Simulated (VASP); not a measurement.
Set up this calculation in VASP 6.6.1, as the native input.

```
Task                   : single point
Functional             : revPBE
Dispersion             : D3(BJ)
Potentials or basis    : VASP PAW PBE potentials, release 64 (Te, Sn_d)
Cutoff                 : 520 eV
k mesh                 : 7 × 7 × 7
Occupations            : fermi-dirac, width 0.05 eV
Spin                   : no spin polarisation
Dipole correction      : no
Further INCAR settings : ALGO = Normal; EDIFF = 1e-06; NBANDS = 17
```

The structure of SnTe lies in POSCAR:

```
SnTe
1.0
    3.7652876703      0.0000000000      0.0000000000
    0.0000000000      3.7652876703      0.0000000000
    0.0000000000      0.0000000000      3.7652876703
Te Sn
1 1
Direct
    0.5000000000      0.5000000000      0.5000000000
    0.0000000000      0.0000000000      0.0000000000
```

One way to write it, as run:

INCAR

```
PREC     = Accurate       # precision mode
ENCUT    = 520            # plane-wave cutoff, eV
EDIFF    = 1E-6           # SCF threshold, eV
ISMEAR   = -1             # smearing method
SIGMA    = 0.05           # smearing width, eV
LREAL    = False          # projectors in reciprocal space
LASPH    = True           # aspherical terms in the spheres
NELM     = 100            # most SCF steps
ALGO     = Normal         # electronic algorithm
ISIF     = 2              # what is computed and relaxed
LWAVE    = False          # write WAVECAR
LCHARG   = False          # write CHGCAR
GGA      = RE             # functional
IVDW     = 12             # dispersion correction
NBANDS   = 17             # bands
```

KPOINTS

```
regular mesh
0
Gamma
  7 7 7
```

Potentials or basis: VASP PAW PBE potentials, release 64 (Te, Sn_d).

The run is started by

```sh
$ cat potpaw_PBE.64/Te/POTCAR potpaw_PBE.64/Sn_d/POTCAR > POTCAR
$ mpirun -np 1 vasp_std > vasp.out
```

It gave:

```json
{"Pressure": "0.0 GPa", "Band gap on the k mesh": "zero (band 10 reaches 8.90 eV, above the bottom of band 11 at 7.34 eV)", "Dispersion energy per atom": "-0.869 eV"}
```

Caveat: the PAW data sets were made with another functional, which shifts forces and pressure a little; spin-orbit coupling is left out, which moves the levels of the heavy elements; pairwise dispersion overbinds metals, which lowers pressure and volume.

Run time: 22 s on 1 thread of AMD EPYC 7R43 64-Core Processor (Zen 3) (shared host), peak memory 0.13 GiB.
